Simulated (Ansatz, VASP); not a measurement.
# Mo: VASP beside Ansatz

The input INCAR:

```
PREC = Accurate ; ENCUT = 520
EDIFF = 1E-6 ; ISMEAR = 1
SIGMA = 0.1 ; LREAL = F
LASPH = T ; NELM = 100
ALGO = Normal ; ISIF = 2
LWAVE = F ; LCHARG = T
GGA = PS ; LELF = T
LVHAR = T ; NBANDS = 13
```

The input KPOINTS:

```
Automatic mesh
0
Gamma
  36 36 36
```

POSCAR

```
Mo
1.0
   -1.5647277120      1.5647277120      1.5647277120
    1.5647277120     -1.5647277120      1.5647277120
    1.5647277120      1.5647277120     -1.5647277120
Mo
1
Direct
    0.0000000000      0.0000000000      0.0000000000
```

Input for Ansatz:

```yaml
crystal:
  lattice:
    - [-1.564727712, 1.564727712, 1.564727712]
    - [1.564727712, -1.564727712, 1.564727712]
    - [1.564727712, 1.564727712, -1.564727712]
  atoms:
    - { symbol: Mo, position: [0.0, 0.0, 0.0] }
kpoints:
  mp_grid: { grid: [36, 36, 36] }
scf:
  occupations: { method: cold, width: 0.1 }
hamiltonian:
  xc: pbesol
  pseudopotentials: { kind: paw }
output:
  forces: true
  stress: true
  populations: false
basis:
  ecutwfc: 600
```

Alike in both runs: task single point; functional PBEsol; k mesh 36 × 36 × 36; no spin polarisation.

```csv
,VASP,Ansatz
version,VASP 6.6.1,Ansatz 0.2.0
potentials or method,"VASP PAW PBE potentials, release 64 (Mo_sv), cutoff 520 eV","plane-wave PAW, scalar-relativistic"
occupations,"methfessel-paxton of order 1, width 0.1 eV","cold, width 0.1 eV"
valence electrons in the cell,14,14
```

Ansatz gave:

| Property | Result |
| --- | --- |
| pressure (GPa) | 0.0 |

Task: Estimate VASP's values.

Result: Pressure (GPa): 0.6.

VASP's potentials were made for PBE, not for PBEsol.
